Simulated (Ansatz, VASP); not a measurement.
Two plane-wave programs on Pd

Contents of INCAR:

```
SYSTEM = Pd
ALGO = Normal
EDIFF = 1E-7
ENCUT = 520
GGA = PE
ISIF = 2
ISMEAR = -1
ISPIN = 2
LASPH = .TRUE.
LCHARG = .FALSE.
LMAXMIX = 4
LORBIT = 11
LREAL = .FALSE.
LWAVE = .FALSE.
MAGMOM = 0.6 -0.6
NBANDS = 21
NELM = 150
PREC = Accurate
SIGMA = 0.05
```

KPOINTS

```
k-points
0
G
  14 14 7
  0 0 0
```

File POSCAR:

```
Pd
1.0
    2.7836650458      0.0000000000      0.0000000000
   -1.3918325229      2.4107246453      0.0000000000
    0.0000000000      0.0000000000      4.6288930000
Pd
2
Direct
    0.6666666667      0.3333333333      0.7500000000
    0.3333333333      0.6666666667      0.2500000000
```

Input for Ansatz:

```yaml
crystal:
  lattice:
    - [2.7836650458, 0.0, 0.0]
    - [-1.3918325229, 2.4107246453, 0.0]
    - [0.0, 0.0, 4.628893]
  atoms:
    - { symbol: Pd, position: [0.6666666667, 0.3333333333, 0.75], spin: 0.6 }
    - { symbol: Pd, position: [0.3333333333, 0.6666666667, 0.25], spin: -0.6 }
magnetization:
  spin_polarized: true
kpoints:
  mp_grid: { grid: [14, 14, 7] }
scf:
  occupations: { method: fermi_dirac, width: 0.05 }
hamiltonian:
  xc: pbe
  pseudopotentials: { kind: paw }
output:
  forces: true
  stress: true
  eigenvalues: true
  hubbard: { sites: [{ species: Pd, l: d }] }
  populations: true
  write_density: true
  write_potential: true
  elf: true
  volumetric_format: npy
```

Alike in both runs: task single point; functional PBE; k mesh 14 × 14 × 7; occupations fermi-dirac, width 0.05 eV; collinear spin.

|  | VASP | Ansatz |
| --- | --- | --- |
| version | VASP 6.6.1 | Ansatz 0.2.0 |
| potentials or method | VASP PAW PBE potentials, release 64 (Pd) | PAW with Ansatz's default frozen-core files, scalar-relativistic |
| plane-wave cutoff (eV) | 520 | 420 |
| valence electrons in the cell | 20 | 36 |

Ansatz gave:

- pressure (GPa): -1.1
- traceless stress, the component that is largest in VASP (GPa): -0.13
- net moment per atom (μB): 0.38
- size of the moment on the site where the two differ most (μB): 0.39

**Question.** Which values does VASP return?

**Answer.** Pressure (GPa): -1.7; traceless stress, the component that is largest in VASP (GPa): 0.43; net moment per atom (μB): 0.00; size of the moment on the site where the two differ most (μB): 0.00.

The net moments are unlike, so the other rows may belong to different states. Site moments also hang on the region over which each program counts them. VASP's potentials hold 20 valence electrons a cell and Ansatz's 36, so a difference there can come from the potentials and not from the codes. Ansatz's warnings: seeded moment not kept, stability check not made.
